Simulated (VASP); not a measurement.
# PtS2 in VASP: notebook

PtS2 is run at these levels: PBE+D3(BJ); tasks: single point.

Program: VASP 6.6.1. These are calculated values, not measurements. Logs are shortened: lines on timing, memory, paths and dates and some standing lists are left out, and cuts for length are marked.

**1. The cell of the first run**

The cell holds a slab with vacuum, 6 atoms: a = 3.542 Å, b = 3.542 Å, c = 22.467 Å, α = 90.00°, β = 90.00°, γ = 120.00°.

**2. Single point, PBE+D3(BJ)**

Input file INCAR:

```
SYSTEM = PtS2
PREC = Accurate
ENCUT = 400
EDIFF = 1E-6
ISMEAR = 0
SIGMA = 0.05
LREAL = .FALSE.
LASPH = .TRUE.
NELM = 120
ALGO = Normal
ISIF = 2
LWAVE = .FALSE.
LCHARG = .FALSE.
LDIPOL = .TRUE.
IDIPOL = 3
DIPOL = 0.5 0.5 0.374
GGA = PE
IVDW = 12
NBANDS = 31
GGA_COMPAT = .FALSE.
NELMDL = -8
```

Input file KPOINTS:

```
regular mesh
0
G
  9 9 1
  0 0 0
```

Input file POSCAR:

```
PtS2
1.0
    3.5415277692      0.0000000000      0.0000000000
   -1.7707638846      3.0670530163      0.0000000000
    0.0000000000      0.0000000000     22.4670602589
S Pt
4 2
Direct
    0.6666666667      0.3333333333      0.2002932270
    0.3333333333      0.6666666667      0.3105820445
    0.3333333333      1.1666666666      0.4374881600
    0.0000000000      1.5000000000      0.5477761463
    0.0000000000      0.0000000000      0.2557273483
   -0.3333333333      0.8333333334      0.4923427930
```

Potentials or basis: VASP PAW PBE potentials, release 64 (S, Pt).

Run with:

```console
cat potpaw_PBE.64/S/POTCAR potpaw_PBE.64/Pt/POTCAR > POTCAR
mpirun -np 1 vasp_std > vasp.out
```

OUTCAR:

```text
SYSTEM = PtS2
   PREC = Accurate
   ENCUT = 400
   EDIFF = 1E-6
   ISMEAR = 0
   LREAL = .FALSE.
   LASPH = .TRUE.
   NELM = 120
   ISIF = 2
   GGA = PE
   IVDW = 12
   NELMDL = -8
 IVDW          = 12

 ion  position               nearest neighbor table
   1  0.667  0.333  0.200-   5 2.39   5 2.39   5 2.39
   2  0.333  0.667  0.311-   5 2.39   5 2.39   5 2.39
   3  0.333  0.167  0.437-   6 2.39   6 2.39   6 2.39
   4  0.000  0.500  0.548-   6 2.39   6 2.39   6 2.39
   5  0.000  0.000  0.256-   2 2.39   2 2.39   2 2.39   1 2.39   1 2.39   1 2.39
   6  0.667  0.833  0.492-   3 2.39   3 2.39   3 2.39   4 2.39   4 2.39   4 2.39

  LATTYP: Found a hexagonal cell.
 ALAT       =     3.5415277692
 C/A-ratio  =     6.3438893390

  Lattice vectors:

 A1 = (   3.5415277692,   0.0000000000,   0.0000000000)
 A2 = (  -1.7707638846,   3.0670530163,   0.0000000000)
 A3 = (   0.0000000000,   0.0000000000,  22.4670602589)

Analysis of symmetry for initial positions (statically):
=====================================================================
 Subroutine PRICEL returns:
 Original cell was already a primitive cell.

 Routine SETGRP: Setting up the symmetry group for a
 hexagonal supercell.

 Subroutine GETGRP returns: Found  4 space group operations
 (whereof  2 operations were pure point group operations)
 out of a pool of 24 trial point group operations.

The static configuration has the point symmetry C_1h.
 The point group associated with its full space group is C_2h.

Analysis of symmetry for dynamics (positions and initial velocities):
=====================================================================
 Subroutine PRICEL returns:
 Original cell was already a primitive cell.

 Routine SETGRP: Setting up the symmetry group for a
 hexagonal supercell.

 Subroutine GETGRP returns: Found  4 space group operations
 (whereof  2 operations were pure point group operations)
 out of a pool of 24 trial point group operations.

The dynamic configuration has the point symmetry C_1h.
 The point group associated with its full space group is C_2h.

 Subroutine INISYM returns: Found  4 space group operations
 (whereof  2 operations are pure point group operations),
 and found     1 'primitive' translations

----------------------------------------------------------------------------------------

                                     Primitive cell

  volume of cell :     244.0384

  direct lattice vectors                    reciprocal lattice vectors
[... 106 lines left out ...]
   NUPDOWN=      -1.0000    fix difference up-down
   EMIN   =  10.00;   EMAX   =-10.00  energy-range for DOS
   EFERMI =   0.00;   METHOD = LEGACY
   ISMEAR =     0;   SIGMA  =   0.05  broadening in eV -4-tet -1-fermi 0-gaus
   EFERMI_NEDOS =   21; number of points for ismear=-14 and -15
   IALGO  =     38    algorithm
   IMIX   =      4    mixing-type and parameters
     AMIX     =   0.40;   BMIX     =  1.00
     AMIX_MAG =   1.60;   BMIX_MAG =  1.00
  volume/ion in A,a.u.               =      40.67       274.48
  Fermi-wavevector in a.u.,A,eV,Ry     =   0.924854  1.747720 11.637800  0.855354
  Thomas-Fermi vector in A             =   2.050645
   LORBIT       =      0    0 simple, 1 ext, 2 COOP (PROOUT), +10 PAW based schemes
   GGA     = PE    functional components
   LHFCALC =     F    Hartree Fock is set to
   AEXX    =    0.0000 exact exchange contribution
   IVDW    =    12    specifies the selected vdW correction
   LEPSILON=     F    determine dielectric tensor
   LRPA    =     F    only Hartree local field effects (RPA)
 non-spin polarized calculation
 Gauss-broadening in eV      SIGMA  =   0.05
  energy-cutoff  :      400.00
  volume of cell :      244.04
 maximum number of plane-waves:      4458
   NGX = 11   NGY = 11   NGZ = 73

 dipolmoment           0.000000      0.000000     -0.000019 electrons x Angstroem

 number of electron      43.9999985 magnetization

 dipolmoment           0.000000      0.000000      0.000071 electrons x Angstroem

 Free energy of the ion-electron system (eV)
  ---------------------------------------------------
  ext. energy  EPLUGINS =         0.00000000
  ---------------------------------------------------
  free energy    TOTEN  =       -30.82896561 eV

  energy without entropy =      -30.82896561  energy(sigma->0) =      -30.82896561

 E-fermi :  -0.1135     XC(G=0):  -5.3854

 val. band max:       -0.3346216868   @ k =   0.1111   0.1111   0.0000
 cond. band min:       0.7667423198   @ k =   0.2222  -0.0000   0.0000
 fundamental gap:      1.1013640066
 Fermi energy:        -0.1135200420

 k-point     1 :       0.0000    0.0000    0.0000
  band No.  band energies     occupation
      1     -14.9974      2.00000
      2     -14.8556      2.00000
      3     -12.8543      2.00000
      4     -12.5687      2.00000
      5      -6.4592      2.00000
      6      -6.4242      2.00000
[... 805 lines left out ...]
     30       7.5193      0.00000
     31       8.1337      0.00000

 [... further k-points ...]

------------------------ aborting loop because EDIFF is reached ----------------------------------------

 vacuum level on the upper side and lower side of the slab       (xc-potential included)        -0.276        -0.277

 Edisp (eV)   -2.01078

 E8    (eV) :    -0.8337

  FORCE on cell =-STRESS in cart. coord.  units (eV):
  Direction    XX          YY          ZZ          XY          YZ          ZX
  --------------------------------------------------------------------------------------
  -------------------------------------------------------------------------------------
  Total      -0.26606    -0.05026    -0.24907    -0.18689     0.03457     0.05988
  in kB      -1.74677    -0.32998    -1.63524    -1.22697     0.22698     0.39313
  external pressure =       -1.24 kB  Pullay stress =        0.00 kB

 VOLUME and BASIS-vectors are now :
 -----------------------------------------------------------------------------
  energy-cutoff  :      400.00
  volume of cell :      244.04
      direct lattice vectors                 reciprocal lattice vectors
     3.541527769  0.000000000  0.000000000     0.282364015  0.163022940  0.000000000
    -1.770763885  3.067053016  0.000000000     0.000000000  0.326045880  0.000000000
     0.000000000  0.000000000 22.467060259     0.000000000  0.000000000  0.044509606

 POSITION                                       TOTAL-FORCE (eV/Angst)
 -----------------------------------------------------------------------------------
      1.77076      1.02235      4.50000        -0.018114     -0.010458      0.039883
     -0.00000      2.04470      6.97787        -0.052716     -0.030436     -0.039507
      0.88538      0.51118      9.82907         0.052716      0.030436      0.039507
     -0.88538      1.53353     12.30692         0.018114      0.010458     -0.039883
      0.00000      0.00000      5.74544         0.043686      0.025222     -0.002299
      0.88538      2.55588     11.06150        -0.043686     -0.025222      0.002299
 -----------------------------------------------------------------------------------
    total drift:                               -0.000002     -0.000001      0.013891

  FREE ENERGIE OF THE ION-ELECTRON SYSTEM (eV)
  ---------------------------------------------------
  free  energy   TOTEN  =       -32.8397449091 eV

  energy  without entropy=      -32.8397449091  energy(sigma->0) =      -32.83974491

 vacuum level on the upper side and lower side of the slab         5.247         5.245
```

OSZICAR:

```text
N       E                     dE             d eps       ncg     rms          rms(c)
DAV:   1     0.277580473918E+03    0.27758E+03   -0.15721E+04  1550   0.946E+02
DAV:   2    -0.786733615563E+01   -0.28545E+03   -0.27122E+03  2050   0.213E+02
DAV:   3    -0.328599545849E+02   -0.24993E+02   -0.24494E+02  1896   0.676E+01
[... 13 lines left out ...]
DAV:  17    -0.308290003515E+02    0.11925E-03   -0.21672E-04  1920   0.601E-02    0.167E-01
DAV:  18    -0.308289715776E+02    0.28774E-04   -0.36713E-05  2020   0.248E-02    0.980E-02
DAV:  19    -0.308289648877E+02    0.66900E-05   -0.15124E-05  1912   0.166E-02    0.449E-02
DAV:  20    -0.308289652094E+02   -0.32175E-06   -0.17045E-05  1883   0.160E-02    0.480E-03
DAV:  21    -0.308289656104E+02   -0.40098E-06   -0.52450E-07  1244   0.339E-03
   1 F= -.32839745E+02 E0= -.32839745E+02  d E =-.796910E-11
```

Run time: 100 s. Hardware: 1 thread of Intel Xeon 6975P-C (Granite Rapids), shared host; peak memory 0.33 GiB.

Results:

```yaml
Free_energy: -32.8397 eV
Largest_force: 0.073 eV/Å
Band_gap_on_the_k_mesh: 1.10 eV, indirect (least direct gap 1.23 eV)
Dispersion_energy_per_atom: -0.335 eV
```

Forces in eV/Å, atoms in the order of the input:
```
S   -0.018 -0.010  0.040
S   -0.053 -0.030 -0.040
S    0.053  0.030  0.040
S    0.018  0.010 -0.040
Pt   0.044  0.025 -0.002
Pt  -0.044 -0.025  0.002
```

Caveat: spin-orbit coupling is left out, which moves the levels of the heavy elements.

**3. Single point, PBE+D3(BJ)**

Input file INCAR:

```
PREC     = Accurate       # precision mode
ENCUT    = 400            # plane-wave cutoff, eV
EDIFF    = 1E-6           # SCF threshold, eV
ISMEAR   = 0              # smearing method
SIGMA    = 0.05           # smearing width, eV
LREAL    = False          # projectors in reciprocal space
LASPH    = True           # aspherical terms in the spheres
NELM     = 120            # most SCF steps
ALGO     = Normal         # electronic algorithm
ISIF     = 2              # what is computed and relaxed
LWAVE    = False          # write WAVECAR
LCHARG   = False          # write CHGCAR
LDIPOL   = True         
IDIPOL   = 3            
DIPOL    = 0.5 0.5 0.381
GGA      = PE             # functional
IVDW     = 12             # dispersion correction
NBANDS   = 31             # bands
GGA_COMPAT= False        
NELMDL   = -8
```

Input file KPOINTS:

```
Automatic mesh
0
Gamma
  9 9 1
```

Input file POSCAR:

```
PtS2
1.0
    3.5415277692      0.0000000000      0.0000000000
   -1.7707638846      3.0670530163      0.0000000000
    0.0000000000      0.0000000000     22.4670602589
S Pt
4 2
Direct
    0.6666666666      0.3333333333      0.2002932270
    0.3333333334      0.6666666667      0.3106375741
    0.5000000000      1.0000000000      0.4517758507
    0.1666666666      1.3333333333      0.5621138315
    0.0000000000      0.0000000000      0.2556504349
   -0.1666666667      0.6666666667      0.5067615988
```

Potentials or basis: VASP PAW PBE potentials, release 64 (S, Pt).

Run with:

```console
cat potpaw_PBE.64/S/POTCAR potpaw_PBE.64/Pt/POTCAR > POTCAR
mpirun -np 1 vasp_std > vasp.out
```

Wall time 1.9 min (1 thread of Intel Xeon 6975P-C (Granite Rapids), shared host); peak memory 0.33 GiB.

Results (log left out):

```
Free energy                : -32.7870 eV
Largest force              : 0.117 eV/Å
Band gap on the k mesh     : 1.23 eV, indirect (least direct gap 1.38 eV)
Dispersion energy per atom : -0.323 eV
```

Forces on the atoms (eV/Å):
```
S    0.000 -0.044  0.040
S    0.000 -0.110 -0.040
S    0.000  0.110  0.040
S    0.000  0.044 -0.040
Pt   0.000  0.060 -0.001
Pt   0.000 -0.060  0.001
```

Levels at points of the mesh, in eV from the valence-band top:
```csv
k point,band 20,band 21,band 22,band 23,band 24,band 25
"(0.00, 0.00, 0.00)",-0.70,-0.67,-0.45,2.76,2.78,2.80
```

Caveat: spin-orbit coupling is left out, which moves the levels of the heavy elements.

**4. Single point, PBE+D3(BJ)**

Input file INCAR:

```
SYSTEM = PtS2
ALGO = Normal
DIPOL = 0.5 0.5 0.382
EDIFF = 1E-6
ENCUT = 400
GGA = PE
GGA_COMPAT = .FALSE.
IDIPOL = 3
ISIF = 2
ISMEAR = 0
IVDW = 12
LASPH = .TRUE.
LCHARG = .FALSE.
LDIPOL = .TRUE.
LREAL = .FALSE.
LWAVE = .FALSE.
NBANDS = 31
NELM = 120
NELMDL = -8
PREC = Accurate
SIGMA = 0.05
```

Input file KPOINTS:

```
k-points
0
G
  9 9 1
  0 0 0
```

Input file POSCAR:

```
PtS2
1.0
    3.5415277692      0.0000000000      0.0000000000
   -1.7707638846      3.0670530163      0.0000000000
    0.0000000000      0.0000000000     22.4670602589
S Pt
4 2
Direct
    0.6666666667      0.3333333334      0.2002932270
    0.3333333333      0.6666666667      0.3106556500
    0.6666666667      0.8333333334      0.4535040862
    0.3333333333      1.1666666666      0.5638669836
    0.0000000000      0.0000000000      0.2556137491
    0.0000000000      0.5000000000      0.5085460281
```

Run with:

```console
cat potpaw_PBE.64/S/POTCAR potpaw_PBE.64/Pt/POTCAR > POTCAR
mpirun -np 1 vasp_std > vasp.out
```

Run time: 1.9 min. Hardware: 1 thread of Intel Xeon 6975P-C (Granite Rapids), shared host; peak memory 0.33 GiB.

It converged, with:

```yaml
Free_energy: -32.7833 eV
Largest_force: 0.083 eV/Å
Band_gap_on_the_k_mesh: 1.27 eV, indirect (least direct gap 1.41 eV)
Dispersion_energy_per_atom: -0.322 eV
```

Forces in eV/Å, atoms in the order of the input:
```
S   -0.024 -0.014  0.039
S   -0.063 -0.036 -0.040
S    0.063  0.036  0.040
S    0.024  0.014 -0.039
Pt   0.021  0.012  0.000
Pt  -0.021 -0.012  0.000
```

Levels at points of the mesh, in eV from the valence-band top:
```
           k point  band 20  band 21  band 22  band 23  band 24  band 25
(0.00, 0.00, 0.00)    -0.65    -0.63    -0.43     2.79     2.82     2.85
```

Caveat: spin-orbit coupling is left out, which moves the levels of the heavy elements.
